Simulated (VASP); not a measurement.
# Ti (Fd-3m) in VASP: a series of runs, part 2 of 2

VASP 6.6.1. Earlier steps stand in the parts before.

## (3) Single point, PBEsol

This run uses another cell than the first one, of 21.18 Å³/atom, 1.042 times its volume.

Contents of INCAR:

```
PREC = Accurate ; ENCUT = 520
EDIFF = 1E-6 ; ISMEAR = -1
SIGMA = 0.1 ; LREAL = False
LASPH = True ; NELM = 100
ALGO = Normal ; ISIF = 2
LWAVE = False ; LCHARG = True
GGA = PS ; LELF = True
LVHAR = True ; NBANDS = 19
```

Contents of KPOINTS:

```
Automatic mesh
0
Gamma
  11 11 11
```

Contents of POSCAR:

```
Ti
1.0
    0.0000000000      2.7668654380      2.7668654380
    2.7668654380      0.0000000000      2.7668654380
    2.7668654380      2.7668654380      0.0000000000
Ti
2
Direct
    0.1250000000      0.1250000000      0.1250000000
    0.8750000000      0.8750000000      0.8750000000
```

Potentials or basis: VASP PAW PBE potentials, release 64 (Ti_sv).

Command:

```console
$ cat potpaw_PBE.64/Ti_sv/POTCAR > POTCAR
$ mpirun -np 1 vasp_std > vasp.out
```

OUTCAR:

```text
PREC = Accurate
   ENCUT = 520
   EDIFF = 1E-6
   ISMEAR = -1
   LREAL = False
   LASPH = True
   NELM = 100
   ISIF = 2
   GGA = PS

 ion  position               nearest neighbor table
   1  0.125  0.125  0.125-   2 2.40   2 2.40   2 2.40   2 2.40
   2  0.875  0.875  0.875-   1 2.40   1 2.40   1 2.40   1 2.40

  LATTYP: Found a face centered cubic cell.
 ALAT       =     5.5337308760

  Lattice vectors:

 A1 = (   0.0000000000,   2.7668654380,   2.7668654380)
 A2 = (   2.7668654380,   0.0000000000,   2.7668654380)
 A3 = (   2.7668654380,   2.7668654380,   0.0000000000)

Analysis of symmetry for initial positions (statically):
=====================================================================
 Subroutine PRICEL returns:
 Original cell was already a primitive cell.

 Routine SETGRP: Setting up the symmetry group for a
 face centered cubic supercell.

 Subroutine GETGRP returns: Found 48 space group operations
 (whereof 12 operations were pure point group operations)
 out of a pool of 48 trial point group operations.

The static configuration has the point symmetry D_3d.
 The point group associated with its full space group is O_h .

Analysis of symmetry for dynamics (positions and initial velocities):
=====================================================================
 Subroutine PRICEL returns:
 Original cell was already a primitive cell.

 Routine SETGRP: Setting up the symmetry group for a
 face centered cubic supercell.

 Subroutine GETGRP returns: Found 48 space group operations
 (whereof 12 operations were pure point group operations)
 out of a pool of 48 trial point group operations.

The dynamic configuration has the point symmetry D_3d.
 The point group associated with its full space group is O_h .

 Subroutine INISYM returns: Found 48 space group operations
 (whereof 12 operations are pure point group operations),
 and found     1 'primitive' translations

[... 109 lines left out ...]
   ISMEAR =    -1;   SIGMA  =   0.10  broadening in eV -4-tet -1-fermi 0-gaus
   EFERMI_NEDOS =   21; number of points for ismear=-14 and -15
   IALGO  =     38    algorithm
   IMIX   =      4    mixing-type and parameters
     AMIX     =   0.40;   BMIX     =  1.00
     AMIX_MAG =   1.60;   BMIX_MAG =  1.00
  volume/ion in A,a.u.               =      21.18       142.94
  Fermi-wavevector in a.u.,A,eV,Ry     =   1.354609  2.559839 24.966212  1.834965
  Thomas-Fermi vector in A             =   2.481766
   LORBIT       =      0    0 simple, 1 ext, 2 COOP (PROOUT), +10 PAW based schemes
   GGA     = PS    functional components
   LHFCALC =     F    Hartree Fock is set to
   AEXX    =    0.0000 exact exchange contribution
   IVDW    =     0    specifies the selected vdW correction
   LEPSILON=     F    determine dielectric tensor
   LRPA    =     F    only Hartree local field effects (RPA)
 non-spin polarized calculation
  energy-cutoff  :      520.00
  volume of cell :       42.36
 maximum number of plane-waves:      1159
 NGX is ok and might be reduce to    30
   NGX = 15   NGY = 15   NGZ = 15

 number of electron      24.0000000 magnetization

 Free energy of the ion-electron system (eV)
  ---------------------------------------------------
  ext. energy  EPLUGINS =         0.00000000
  ---------------------------------------------------
  free energy    TOTEN  =       -12.00736097 eV

  energy without entropy =      -11.81396475  energy(sigma->0) =      -11.91066286

 E-fermi :   5.8847     XC(G=0): -10.4231

 val. band max:        5.8806955993   @ k =   0.3636   0.0909   0.0000
 cond. band min:       5.8850671093   @ k =   0.2727   0.2727   0.0000
 fundamental gap:      0.0043715101
 Fermi energy:         5.8847421437

 k-point     1 :       0.0000    0.0000    0.0000
  band No.  band energies     occupation
      1     -50.5818      2.00000
      2     -49.9291      2.00000
      3     -27.1528      2.00000
      4     -27.1528      2.00000
      5     -27.1528      2.00000
      6     -26.2625      2.00000
[... 505 lines left out ...]
      6     -26.3253      2.00000
[... 11 lines left out ...]
     18       9.5087      0.00000
     19      10.2812      0.00000

 [... further k-points ...]

------------------------ aborting loop because EDIFF is reached ----------------------------------------

  FORCE on cell =-STRESS in cart. coord.  units (eV):
  Direction    XX          YY          ZZ          XY          YZ          ZX
  --------------------------------------------------------------------------------------
  -------------------------------------------------------------------------------------
  Total        0.0395540      0.0395540      0.0395540      0.0000000     -0.0000000      0.0000000
  in kB        1.4959152      1.4959152      1.4959152      0.0000000     -0.0000000      0.0000000
  external PRESSURE =       1.4959152 kB  Pullay stress =       0.0000000 kB

 VOLUME and BASIS-vectors are now :
 -----------------------------------------------------------------------------
  energy-cutoff  :      520.00
  volume of cell :       42.36
      direct lattice vectors                 reciprocal lattice vectors
     0.000000000  2.766865438  2.766865438    -0.180709908  0.180709908  0.180709908
     2.766865438  0.000000000  2.766865438     0.180709908 -0.180709908  0.180709908
     2.766865438  2.766865438  0.000000000     0.180709908  0.180709908 -0.180709908

 POSITION                                       TOTAL-FORCE (eV/Angst)
 -----------------------------------------------------------------------------------
      0.69172      0.69172      0.69172        -0.000000     -0.000000     -0.000000
      4.84201      4.84201      4.84201         0.000000      0.000000      0.000000
 -----------------------------------------------------------------------------------
    total drift:                               -0.000000      0.000000      0.000000

  FREE ENERGIE OF THE ION-ELECTRON SYSTEM (eV)
  ---------------------------------------------------
  free  energy   TOTEN  =       -12.0073609703 eV

  energy  without entropy=      -11.8139647541  energy(sigma->0) =      -11.91066286
```

OSZICAR:

```text
N       E                     dE             d eps       ncg     rms          rms(c)
DAV:   1     0.271694266939E+03    0.27169E+03   -0.13001E+04  2128   0.151E+03
DAV:   2     0.160588726003E+02   -0.25564E+03   -0.25144E+03  2189   0.438E+02
DAV:   3    -0.110921701199E+02   -0.27151E+02   -0.26233E+02  4127   0.120E+02
DAV:   4    -0.127048885319E+02   -0.16127E+01   -0.15981E+01  2493   0.290E+01
DAV:   5    -0.127974059170E+02   -0.92517E-01   -0.92421E-01  3165   0.528E+00    0.993E+00
DAV:   6    -0.119300141786E+02    0.86739E+00   -0.59246E+00  2764   0.191E+01    0.297E+00
DAV:   7    -0.119704457541E+02   -0.40432E-01   -0.19618E-01  2909   0.342E+00    0.222E+00
DAV:   8    -0.120073785309E+02   -0.36933E-01   -0.13200E-01  2415   0.289E+00    0.579E-01
DAV:   9    -0.120069556393E+02    0.42289E-03   -0.18884E-02  2408   0.118E+00    0.272E-01
DAV:  10    -0.120073379310E+02   -0.38229E-03   -0.24725E-03  2344   0.376E-01    0.514E-02
DAV:  11    -0.120073586768E+02   -0.20746E-04   -0.34672E-04  3239   0.128E-01    0.164E-02
DAV:  12    -0.120073614324E+02   -0.27557E-05   -0.10346E-05  2314   0.257E-02    0.339E-03
DAV:  13    -0.120073609703E+02    0.46216E-06   -0.85651E-07  1407   0.974E-03
   1 F= -.12007361E+02 E0= -.11910663E+02  d E =-.193396E+00
```

Run time: 41 s. Hardware: 1 thread of Intel Xeon Platinum 8375C at 2.90GHz (Ice Lake), shared host; peak memory 0.18 GiB.

Results:

* Free energy: -12.0074 eV
* Pressure: 0.1 GPa
* Band gap on the k mesh: zero (band 12 reaches 5.96 eV, above the bottom of band 13 at 5.74 eV)

Caveat: the PAW data sets were made with another functional, which shifts forces and pressure a little.

## (4) Single point, PBEsol (volume scaled by 1.04)

Contents of INCAR:

```
SYSTEM = Ti
  PREC = Accurate
  ENCUT = 520
  EDIFF = 1E-7
  ISMEAR = -1
  SIGMA = 0.1
  LREAL = .FALSE.
  LASPH = .TRUE.
  NELM = 100
  ALGO = Normal
  ISIF = 2
  LWAVE = .FALSE.
  LCHARG = .TRUE.
  GGA = PS
  LELF = .TRUE.
  LVHAR = .TRUE.
  NBANDS = 19
```

Contents of KPOINTS:

```
regular mesh
0
G
  11 11 11
  0 0 0
```

Contents of POSCAR:

```
Ti
1.0
    0.0000000000      2.8032757376      2.8032757376
    2.8032757376      0.0000000000      2.8032757376
    2.8032757376      2.8032757376      0.0000000000
Ti
2
Direct
    0.1250000000      0.1250000000      0.1250000000
    0.8750000000      0.8750000000      0.8750000000
```

Potentials or basis: VASP PAW PBE potentials, release 64 (Ti_sv).

Command:

```console
$ cat potpaw_PBE.64/Ti_sv/POTCAR > POTCAR
$ mpirun -np 1 vasp_std > vasp.out
```

OUTCAR:

```text
SYSTEM = Ti
   PREC = Accurate
   ENCUT = 520
   EDIFF = 1E-7
   ISMEAR = -1
   LREAL = .FALSE.
   LASPH = .TRUE.
   NELM = 100
   ISIF = 2
   GGA = PS

 ion  position               nearest neighbor table
   1  0.125  0.125  0.125-   2 2.43   2 2.43   2 2.43   2 2.43
   2  0.875  0.875  0.875-   1 2.43   1 2.43   1 2.43   1 2.43

  LATTYP: Found a face centered cubic cell.
 ALAT       =     5.6065514752

  Lattice vectors:

 A1 = (   0.0000000000,   2.8032757376,   2.8032757376)
 A2 = (   2.8032757376,   0.0000000000,   2.8032757376)
 A3 = (   2.8032757376,   2.8032757376,   0.0000000000)

Analysis of symmetry for initial positions (statically):
=====================================================================
 Subroutine PRICEL returns:
 Original cell was already a primitive cell.

 Routine SETGRP: Setting up the symmetry group for a
 face centered cubic supercell.

 Subroutine GETGRP returns: Found 48 space group operations
 (whereof 12 operations were pure point group operations)
 out of a pool of 48 trial point group operations.

The static configuration has the point symmetry D_3d.
 The point group associated with its full space group is O_h .

Analysis of symmetry for dynamics (positions and initial velocities):
=====================================================================
 Subroutine PRICEL returns:
 Original cell was already a primitive cell.

 Routine SETGRP: Setting up the symmetry group for a
 face centered cubic supercell.

 Subroutine GETGRP returns: Found 48 space group operations
 (whereof 12 operations were pure point group operations)
 out of a pool of 48 trial point group operations.

The dynamic configuration has the point symmetry D_3d.
 The point group associated with its full space group is O_h .

 Subroutine INISYM returns: Found 48 space group operations
[... 111 lines left out ...]
   EFERMI =   0.00;   METHOD = LEGACY
   ISMEAR =    -1;   SIGMA  =   0.10  broadening in eV -4-tet -1-fermi 0-gaus
   EFERMI_NEDOS =   21; number of points for ismear=-14 and -15
   IALGO  =     38    algorithm
   IMIX   =      4    mixing-type and parameters
     AMIX     =   0.40;   BMIX     =  1.00
     AMIX_MAG =   1.60;   BMIX_MAG =  1.00
  volume/ion in A,a.u.               =      22.03       148.66
  Fermi-wavevector in a.u.,A,eV,Ry     =   1.337014  2.526591 24.321878  1.787608
  Thomas-Fermi vector in A             =   2.465596
   LORBIT       =      0    0 simple, 1 ext, 2 COOP (PROOUT), +10 PAW based schemes
   GGA     = PS    functional components
   LHFCALC =     F    Hartree Fock is set to
   AEXX    =    0.0000 exact exchange contribution
   IVDW    =     0    specifies the selected vdW correction
   LEPSILON=     F    determine dielectric tensor
   LRPA    =     F    only Hartree local field effects (RPA)
 non-spin polarized calculation
  energy-cutoff  :      520.00
  volume of cell :       44.06
 maximum number of plane-waves:      1243
 NGX is ok and might be reduce to    30
   NGX = 15   NGY = 15   NGZ = 15

 number of electron      23.9999996 magnetization

 Free energy of the ion-electron system (eV)
  ---------------------------------------------------
  ext. energy  EPLUGINS =         0.00000000
  ---------------------------------------------------
  free energy    TOTEN  =       -12.00225087 eV

  energy without entropy =      -11.80076104  energy(sigma->0) =      -11.90150596

 E-fermi :   5.5375     XC(G=0): -10.2523

 val. band max:        5.5325130070   @ k =   0.0909   0.0000   0.0000
 cond. band min:       5.5408595759   @ k =  -0.0909   0.0909   0.0000
 fundamental gap:      0.0083465688
 Fermi energy:         5.5375215339

 k-point     1 :       0.0000    0.0000    0.0000
  band No.  band energies     occupation
      1     -50.9347      2.00000
      2     -50.3605      2.00000
      3     -27.4937      2.00000
      4     -27.4937      2.00000
      5     -27.4937      2.00000
      6     -26.6843      2.00000
[... 505 lines left out ...]
      6     -26.7430      2.00000
[... 11 lines left out ...]
     18       9.0275      0.00000
     19       9.7581      0.00000

 [... further k-points ...]

------------------------ aborting loop because EDIFF is reached ----------------------------------------

  FORCE on cell =-STRESS in cart. coord.  units (eV):
  Direction    XX          YY          ZZ          XY          YZ          ZX
  --------------------------------------------------------------------------------------
  -------------------------------------------------------------------------------------
  Total       -0.3227614     -0.3227614     -0.3227614     -0.0000000      0.0000000      0.0000000
  in kB      -11.7372045    -11.7372045    -11.7372045     -0.0000000      0.0000000      0.0000000
  external PRESSURE =     -11.7372045 kB  Pullay stress =       0.0000000 kB

 VOLUME and BASIS-vectors are now :
 -----------------------------------------------------------------------------
  energy-cutoff  :      520.00
  volume of cell :       44.06
      direct lattice vectors                 reciprocal lattice vectors
     0.000000000  2.803275738  2.803275738    -0.178362761  0.178362761  0.178362761
     2.803275738  0.000000000  2.803275738     0.178362761 -0.178362761  0.178362761
     2.803275738  2.803275738  0.000000000     0.178362761  0.178362761 -0.178362761

 POSITION                                       TOTAL-FORCE (eV/Angst)
 -----------------------------------------------------------------------------------
      0.70082      0.70082      0.70082        -0.000000      0.000000      0.000000
      4.90573      4.90573      4.90573         0.000000     -0.000000     -0.000000
 -----------------------------------------------------------------------------------
    total drift:                               -0.000000      0.000000      0.000000

  FREE ENERGIE OF THE ION-ELECTRON SYSTEM (eV)
  ---------------------------------------------------
  free  energy   TOTEN  =       -12.0022508720 eV

  energy  without entropy=      -11.8007610433  energy(sigma->0) =      -11.90150596
```

It took 44 s on 1 thread of Intel Xeon Platinum 8375C at 2.90GHz (Ice Lake), shared host; peak memory 0.18 GiB.

Results:

```
Free energy            : -12.0023 eV
Pressure               : -1.2 GPa
Band gap on the k mesh : zero (band 12 reaches 5.61 eV, above the bottom of band 13 at 5.40 eV)
```

Caveat: the cell differs from its parent crystal (volume scaled by 1.04); the PAW data sets were made with another functional, which shifts forces and pressure a little.

## (5) Overview

```tsv
cell	gap on the mesh (eV)	pressure (GPa)
a = 3.860 Å, angles 60.0°, 2 atoms	none	1.7
a = 3.913 Å, angles 60.0°, 2 atoms	none	0.1
a = 3.964 Å, angles 60.0°, 2 atoms	none	-1.2
```

Alike in all rows: task single point; level PBEsol; potentials or basis VASP PAW PBE potentials, release 64 (Ti_sv); no spin polarisation; k mesh 11 × 11 × 11; cutoff (eV) 520; smearing fermi-dirac 0.1 eV.

Caveats: the PAW data sets were made with another functional, which shifts forces and pressure a little.

Total energies depend on the potentials used, so only differences within one code and one set of settings carry meaning.
